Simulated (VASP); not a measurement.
Wanted: the native input for a VASP 6.6.1 run.

```yaml
Task: single point
Functional: PBEsol
Dispersion: D3(BJ)
Potentials_or_basis: VASP PAW PBE potentials, release 64 (Sr_sv, O)
Cutoff: 600 eV
k_mesh: 6 × 6 × 3
Occupations: methfessel-paxton, width 0.02 eV
Spin: no spin polarisation
Dipole_correction: no
Further_INCAR_settings: ALGO = Normal; EDIFF = 1e-06; NBANDS = 24
```

The structure of SrO lies in POSCAR:

```
SrO
1.0
    3.5532880900      0.0000000000      0.0000000000
   -1.7766440500      3.0772377500      0.0000000000
    0.0000000000      0.0000000000      6.2173039800
Sr O
2 2
Direct
    0.3333333333      0.6666666667      0.2500000000
    0.6666666667      0.3333333333      0.7500000000
    0.0000000000      0.0000000000      0.0000000000
    0.0000000000      0.0000000000      0.5000000000
```

The input as run:

INCAR

```
SYSTEM = SrO
  PREC = Accurate
  ENCUT = 600
  EDIFF = 1E-6
  ISMEAR = 1
  SIGMA = 0.02
  LREAL = .FALSE.
  LASPH = .TRUE.
  NELM = 120
  ALGO = Normal
  ISIF = 2
  LWAVE = .FALSE.
  LCHARG = .FALSE.
  GGA = PS
  IVDW = 12
  NBANDS = 24
  GGA_COMPAT = .FALSE.
```

KPOINTS

```
Automatic mesh
0
G
  6 6 3
  0 0 0
```

Potentials or basis: VASP PAW PBE potentials, release 64 (Sr_sv, O).

Command:

```bash
$ cat potpaw_PBE.64/Sr_sv/POTCAR potpaw_PBE.64/O/POTCAR > POTCAR
$ mpirun -np 1 vasp_std > vasp.out
```

Results of the run:

The pressure is -4.4 GPa and the band gap on the k mesh is 2.93 eV. The dispersion energy per atom is -0.261 eV.

Caveat: three body term missing; the cell stands under tension; the PAW data sets were made with another functional, which shifts forces and pressure a little.

Wall time 13 s on 1 thread of Intel(R) Xeon(R) 6975P-C (Granite Rapids), with other jobs on the host, peak memory 0.2 GiB.
